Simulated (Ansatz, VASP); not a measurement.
# One calculation of Ta, two programs

INCAR

```
ALGO = Fast ; EDIFF = 1E-7
ENCUT = 520 ; GGA = PS
ISIF = 2 ; ISMEAR = 0
LASPH = True ; LCHARG = False
LREAL = False ; LWAVE = False
NBANDS = 12 ; NELM = 80
PREC = Accurate ; SIGMA = 0.15
```

Contents of KPOINTS:

```
k-points
0
Gamma
  20 20 20
```

The input POSCAR:

```
Ta
1.0
   -1.5800322441      1.6402286350      1.8862629302
    1.5800322441     -1.6402286350      1.8862629302
    1.5800322441      1.6402286350     -1.8862629302
Ta
1
Direct
    0.0000000000      0.0000000000      0.0000000000
```

Input for Ansatz:

```yaml
crystal:
  lattice:
    - [-1.5800322441, 1.640228635, 1.8862629302]
    - [1.5800322441, -1.640228635, 1.8862629302]
    - [1.5800322441, 1.640228635, -1.8862629302]
  atoms:
    - { symbol: Ta, position: [0.0, 0.0, 0.0] }
basis:
  ecutwfc: 420
kpoints:
  mp_grid: { grid: [20, 20, 20] }
hamiltonian:
  xc: pbesol
  pseudopotentials: { kind: paw, azcp: { folder: soft_1 } }
scf:
  occupations: { method: gaussian, width: 0.15 }
output:
  forces: true
  stress: true
  eigenvalues: true
```

Change from the starting cell: normal strain along x -0.0367, normal strain along z +0.1500.

Alike in both runs: task single point; functional PBEsol; k mesh 20 × 20 × 20; occupations gaussian, width 0.15 eV; no spin polarisation.

```csv
,VASP,Ansatz
version,VASP 6.6.1,Ansatz 0.2.0
potentials or method,"VASP PAW PBE potentials, release 64 (Ta_pv), cutoff 520 eV","scalar-relativistic, plane waves, PAW"
valence electrons in the cell,11,13
```

```tsv
	VASP	Ansatz	Ansatz less VASP
gap on the k mesh at the Fermi level (eV)	none	none	-
pressure (GPa)	-15.6	-15.6	0.00
traceless stress, the component that is largest in VASP (GPa)	-7.10	-7.08	+0.018
```

VASP's potentials were made for PBE, not for PBEsol, and Ansatz warns of the same on its side. A gap of «none» marks a metal or a gap that the smearing closes. VASP's potentials hold 11 valence electrons a cell and Ansatz's 13, so a difference there can come from the potentials and not from the codes.

Spin-orbit coupling is off throughout.
